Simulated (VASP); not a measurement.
# BaNa2Te2 (I4/mmm) in VASP: single point with PBE

Aim: the single point of BaNa2Te2 with PBE.

Program: VASP 6.6.1. These are calculated values, not measurements. Logs are shortened: lines on timing, memory, paths and dates and some standing lists are left out, and cuts for length are marked.

## Step 1: The cell of the first run

Symmetry: I4/mmm, No. 139, tetragonal system. The conventional cell has a = 4.615 Å, b = 4.615 Å, c = 16.069 Å, α = 90.00°, β = 90.00°, γ = 90.00°. Na (site symmetry -4m2) has 4 Te at 3.10 Å and 4 Na at 3.26 Å within 4.1 Å. Within 5.0 Å of Ba (site symmetry 4/mmm) lie 8 Te at 3.80 Å and 4 Ba at 4.62 Å and 8 Na at 4.63 Å. Te (site symmetry 4mm) has 4 Na at 3.10 Å and 4 Ba at 3.80 Å and 1 Te at 3.88 Å within 4.1 Å.

## Step 2: Single point, PBE

The input, INCAR:

```
  ALGO = Normal
  EDIFF = 1E-6
  ENCUT = 520
  GGA = PE
  ISIF = 2
  ISMEAR = 0
  LASPH = True
  LCHARG = True
  LELF = True
  LREAL = False
  LVHAR = True
  LWAVE = False
  NBANDS = 26
  NELM = 80
  PREC = Accurate
  SIGMA = 0.1
```

The input, KPOINTS:

```
k-points
0
Gamma
  6 6 6
```

The input, POSCAR:

```
BaNa2Te2
1.0
   -2.3075251532      2.3075251532      8.0344185138
    2.3075251532     -2.3075251532      8.0344185138
    2.3075251532      2.3075251532     -8.0344185138
Na Ba Te
2 1 2
Direct
    0.2500000000      0.7500000000      0.5000000000
    0.7500000000      0.2500000000      0.5000000000
    0.0000000000      0.0000000000      0.0000000000
    0.6207182491      0.6207182491      0.0000000000
    0.3792817509      0.3792817509      0.0000000000
```

Potentials or basis: VASP PAW PBE potentials, release 64 (Na_pv, Ba_sv, Te).

On the command line:

```
> cat potpaw_PBE.64/Na_pv/POTCAR potpaw_PBE.64/Ba_sv/POTCAR potpaw_PBE.64/Te/POTCAR > POTCAR
> mpirun -np 1 vasp_std > vasp.out
```

OUTCAR:

```text
EDIFF = 1E-6
   ENCUT = 520
   GGA = PE
   ISIF = 2
   ISMEAR = 0
   LASPH = True
   LREAL = False
   NELM = 80
   PREC = Accurate

 ion  position               nearest neighbor table
   1  0.250  0.750  0.500-   5 3.10   4 3.10   5 3.10   4 3.10
   2  0.750  0.250  0.500-   5 3.10   4 3.10   5 3.10   4 3.10
   3  0.000  0.000  0.000-   4 3.80   4 3.80   4 3.80   5 3.80   4 3.80   5 3.80   5 3.80   5 3.80

   4  0.621  0.621  0.000-   1 3.10   2 3.10   1 3.10   2 3.10   3 3.80   3 3.80   3 3.80   3 3.80

   5  0.379  0.379  0.000-   1 3.10   2 3.10   1 3.10   2 3.10   3 3.80   3 3.80   3 3.80   3 3.80

  LATTYP: Found a body centered tetragonal cell.
 ALAT       =     4.6150503064
 C/A-ratio  =     3.4818335578

  Lattice vectors:

 A1 = (  -2.3075251532,   2.3075251532,   8.0344185138)
 A2 = (   2.3075251532,  -2.3075251532,   8.0344185138)
 A3 = (   2.3075251532,   2.3075251532,  -8.0344185138)

Analysis of symmetry for initial positions (statically):
=====================================================================
 Subroutine PRICEL returns:
 Original cell was already a primitive cell.

 Routine SETGRP: Setting up the symmetry group for a
 body centered tetragonal supercell.

 Subroutine GETGRP returns: Found 16 space group operations
 (whereof 16 operations were pure point group operations)
 out of a pool of 16 trial point group operations.

The static configuration has the point symmetry D_4h.

Analysis of symmetry for dynamics (positions and initial velocities):
=====================================================================
 Subroutine PRICEL returns:
 Original cell was already a primitive cell.

 Routine SETGRP: Setting up the symmetry group for a
 body centered tetragonal supercell.

 Subroutine GETGRP returns: Found 16 space group operations
 (whereof 16 operations were pure point group operations)
 out of a pool of 16 trial point group operations.

The dynamic configuration has the point symmetry D_4h.

 Subroutine INISYM returns: Found 16 space group operations
 (whereof 16 operations are pure point group operations),
 and found     1 'primitive' translations

----------------------------------------------------------------------------------------

                                     Primitive cell

  volume of cell :     171.1226

  direct lattice vectors                    reciprocal lattice vectors
    -2.307525153  2.307525153  8.034418514     0.000000000  0.216682362  0.062232257
     2.307525153 -2.307525153  8.034418514     0.216682362  0.000000000  0.062232257
     2.307525153  2.307525153 -8.034418514     0.216682362  0.216682362  0.000000000

  length of vectors
     8.671864016  8.671864016  8.671864016     0.225442010  0.225442010  0.306435135

  position of ions in fractional coordinates (direct lattice)
     0.250000000  0.750000000  0.500000000
     0.750000000  0.250000000  0.500000000
     0.000000000  0.000000000  0.000000000
     0.620718249  0.620718249  0.000000000
     0.379281751  0.379281751  0.000000000

  ion indices of the primitive-cell ions
   primitive index   ion index
                 1           1
                 2           2
                 3           3
                 4           4
                 5           5

----------------------------------------------------------------------------------------

 KPOINTS: k-points

Automatic generation of k-mesh.
 Grid dimensions read from file:
 generate k-points for:    6    6    6

 Generating k-lattice:

  Cartesian coordinates                     Fractional coordinates (reciprocal lattice)
     0.000000000  0.036113727  0.010372043     0.166666667  0.000000000  0.000000000
     0.036113727  0.000000000  0.010372043     0.000000000  0.166666667  0.000000000
     0.036113727  0.036113727  0.000000000     0.000000000  0.000000000  0.166666667

  Length of vectors
     0.037573668  0.037573668  0.051072522

  Shift w.r.t. Gamma in fractional coordinates (k-lattice)
     0.000000000  0.000000000  0.000000000

 Subroutine IBZKPT returns following result:
 ===========================================

 Found     30 irreducible k-points:

 Following reciprocal coordinates:
            Coordinates               Weight
  0.000000  0.000000  0.000000      1.000000
  0.166667  0.000000  0.000000      8.000000
  0.333333  0.000000  0.000000      8.000000
  0.500000  0.000000  0.000000      4.000000
  0.166667  0.166667 -0.000000      8.000000
  0.333333  0.166667  0.000000     16.000000
[... 16 lines left out ...]
 -0.333333 -0.333333  0.166667      8.000000
 -0.166667 -0.333333  0.166667      8.000000
 [... further k-points ...]
   k-points           NKPTS =     30   k-points in BZ     NKDIM =     30   number of bands    NBANDS=     26
   number of dos      NEDOS =    301   number of ions     NIONS =      5
   total plane-waves  NPLWV = 262144
   dimension x,y,z NGX =    64 NGY =   64 NGZ =   64
   dimension x,y,z NGXF=   128 NGYF=  128 NGZF=  128
   ions per type =               2   1   2
   NGX,Y,Z   is equivalent  to a cutoff of  12.27, 12.27, 12.27 a.u.
   NGXF,Y,Z  is equivalent  to a cutoff of  24.54, 24.54, 24.54 a.u.
 SYSTEM =  unknown system
   PREC   = accura    normal or accurate (medium, high low for compatibility)
   ISTART =      0    job   : 0-new  1-cont  2-samecut
   ICHARG =      2    charge: 1-file 2-atom 10-const
   ISPIN  =      1    spin polarized calculation?
   LNONCOLLINEAR =      F non collinear calculations
   LSORBIT =      F    spin-orbit coupling
   LASPH  =      T    aspherical Exc in radial PAW
   ENCUT  =  520.0 eV  38.22 Ry    6.18 a.u.  16.12 16.12 16.12*2*pi/ulx,y,z
   NELM   =     80;   NELMIN=  2; NELMDL= -5     # of ELM steps
   EDIFF  = 0.1E-05   stopping-criterion for ELM
   LREAL  =      F    real-space projection
   EDIFFG = 0.1E-04   stopping-criterion for IOM
   NSW    =      0    number of steps for IOM
   IBRION =     -1    ionic relax: 0-MD 1-quasi-New 2-CG
   NFREE  =      0    steps in history (QN), initial steepest desc. (CG)
   ISIF   =      2    stress and relaxation
   ISYM   =      2    0-nonsym 1-usesym 2-fastsym
   POTIM  = 0.5000    time-step for ionic-motion
   TEBEG  =    0.0;   TEEND  =   0.0 temperature during run
   PSTRESS=    0.0 pullay stress
   NELECT =      36.0000    total number of electrons
   NUPDOWN=      -1.0000    fix difference up-down
   EMIN   =  10.00;   EMAX   =-10.00  energy-range for DOS
   EFERMI =   0.00;   METHOD = LEGACY
   ISMEAR =     0;   SIGMA  =   0.10  broadening in eV -4-tet -1-fermi 0-gaus
   EFERMI_NEDOS =   21; number of points for ismear=-14 and -15
   IALGO  =     38    algorithm
   IMIX   =      4    mixing-type and parameters
     AMIX     =   0.40;   BMIX     =  1.00
     AMIX_MAG =   1.60;   BMIX_MAG =  1.00
  volume/ion in A,a.u.               =      34.22       230.96
  Fermi-wavevector in a.u.,A,eV,Ry     =   0.973658  1.839947 12.898465  0.948010
  Thomas-Fermi vector in A             =   2.104055
   LORBIT       =      0    0 simple, 1 ext, 2 COOP (PROOUT), +10 PAW based schemes
   GGA     = PE    functional components
   LHFCALC =     F    Hartree Fock is set to
   AEXX    =    0.0000 exact exchange contribution
   IVDW    =     0    specifies the selected vdW correction
   LEPSILON=     F    determine dielectric tensor
   LRPA    =     F    only Hartree local field effects (RPA)
 non-spin polarized calculation
 Gauss-broadening in eV      SIGMA  =   0.10
  energy-cutoff  :      520.00
  volume of cell :      171.12
 maximum number of plane-waves:      4630
   NGX = 33   NGY = 33   NGZ = 33

 number of electron      35.9999988 magnetization

 Free energy of the ion-electron system (eV)
  ---------------------------------------------------
  ext. energy  EPLUGINS =         0.00000000
  ---------------------------------------------------
  free energy    TOTEN  =       -16.62512729 eV

  energy without entropy =      -16.62512729  energy(sigma->0) =      -16.62512729

 E-fermi :   2.7807     XC(G=0):  -8.1341

 val. band max:        2.3720447152   @ k =   0.0000   0.0000   0.0000
 cond. band min:       4.0288531580   @ k =   0.5000   0.5000   0.5000
 fundamental gap:      1.6568084428
 Fermi energy:         2.7807181393

 k-point     1 :       0.0000    0.0000    0.0000
  band No.  band energies     occupation
      1     -25.5162      2.00000
      2     -21.1285      2.00000
      3     -21.1285      2.00000
      4     -21.0643      2.00000
      5     -21.0643      2.00000
      6     -21.0636      2.00000
[... 18 lines left out ...]
     25       7.1874      0.00000
     26       7.2162      0.00000

 k-point     2 :       0.1667    0.0000    0.0000
  band No.  band energies     occupation
      1     -25.5140      2.00000
      2     -21.1249      2.00000
      3     -21.1242      2.00000
      4     -21.0693      2.00000
      5     -21.0686      2.00000
      6     -21.0621      2.00000
[... 18 lines left out ...]
     25       7.3225      0.00000
     26       7.4781      0.00000

 k-point     3 :       0.3333    0.0000    0.0000
  band No.  band energies     occupation
      1     -25.5096      2.00000
      2     -21.1146      2.00000
      3     -21.1124      2.00000
      4     -21.0825      2.00000
      5     -21.0803      2.00000
      6     -21.0583      2.00000
[... 18 lines left out ...]
     25       6.9638      0.00000
     26       7.4528      0.00000

 k-point     4 :       0.5000    0.0000    0.0000
  band No.  band energies     occupation
      1     -25.5073      2.00000
      2     -21.0993      2.00000
      3     -21.0993      2.00000
      4     -21.0964      2.00000
      5     -21.0964      2.00000
      6     -21.0533      2.00000
[... 18 lines left out ...]
     25       7.1012      0.00000
     26       7.7123      0.00000
[... 496 lines left out ...]
      1     -25.5096      2.00000
      2     -21.1146      2.00000
      3     -21.1124      2.00000
      4     -21.0825      2.00000
      5     -21.0803      2.00000
      6     -21.0583      2.00000
[... 18 lines left out ...]
     25       7.2367      0.00000
     26       8.0211      0.00000

 k-point    23 :      -0.3333   -0.3333    0.1667
  band No.  band energies     occupation
      1     -25.5118      2.00000
      2     -21.1315      2.00000
      3     -21.1109      2.00000
      4     -21.0834      2.00000
      5     -21.0627      2.00000
      6     -21.0609      2.00000
[... 18 lines left out ...]
     25       7.2167      0.00000
     26       7.8170      0.00000

 k-point    24 :      -0.1667   -0.3333    0.1667
  band No.  band energies     occupation
      1     -25.5140      2.00000
      2     -21.1249      2.00000
      3     -21.1242      2.00000
      4     -21.0693      2.00000
      5     -21.0686      2.00000
      6     -21.0621      2.00000
[... 18 lines left out ...]
     25       7.3586      0.00000
     26       7.8006      0.00000

 [... further k-points ...]
[... 5 lines left out ...]
  --------------------------------------------------------------------------------------
  -------------------------------------------------------------------------------------
  Total        0.1592249      0.1592249     -0.1274649      0.0000000      0.0000000      0.0000000
  in kB        1.4907825      1.4907825     -1.1934212      0.0000000      0.0000000      0.0000000
  external PRESSURE =       0.5960479 kB  Pullay stress =       0.0000000 kB

 VOLUME and BASIS-vectors are now :
 -----------------------------------------------------------------------------
  energy-cutoff  :      520.00
  volume of cell :      171.12
      direct lattice vectors                 reciprocal lattice vectors
    -2.307525153  2.307525153  8.034418514     0.000000000  0.216682362  0.062232257
     2.307525153 -2.307525153  8.034418514     0.216682362  0.000000000  0.062232257
     2.307525153  2.307525153 -8.034418514     0.216682362  0.216682362  0.000000000

 POSITION                                       TOTAL-FORCE (eV/Angst)
 -----------------------------------------------------------------------------------
      2.30753      0.00000      4.01721        -0.000000     -0.000000     -0.000000
      0.00000      2.30753      4.01721        -0.000000     -0.000000     -0.000000
      0.00000      0.00000      0.00000        -0.000000     -0.000000     -0.000000
      0.00000      0.00000      9.97422        -0.000000     -0.000000      0.002898
      0.00000      0.00000      6.09462         0.000000      0.000000     -0.002898
 -----------------------------------------------------------------------------------
    total drift:                               -0.000000     -0.000000     -0.000000

  FREE ENERGIE OF THE ION-ELECTRON SYSTEM (eV)
  ---------------------------------------------------
  free  energy   TOTEN  =       -16.6251272915 eV

  energy  without entropy=      -16.6251272915  energy(sigma->0) =      -16.62512729
```

It took 3.2 min on 1 thread of AMD EPYC 9R45 (Zen 5), shared host; peak memory 0.58 GiB.

Results:

```
Free energy            : -16.6251 eV
Pressure               : 0.1 GPa
Band gap on the k mesh : 1.66 eV, indirect (least direct gap 1.69 eV)
```

Forces in eV/Å, atoms in the order of the input:
```
Na   0.000  0.000  0.000
Na   0.000  0.000  0.000
Ba   0.000  0.000  0.000
Te   0.000  0.000  0.003
Te   0.000  0.000 -0.003
```

Caveat: spin-orbit coupling is left out, which moves the levels of the heavy elements. A k mesh can miss the band edges.
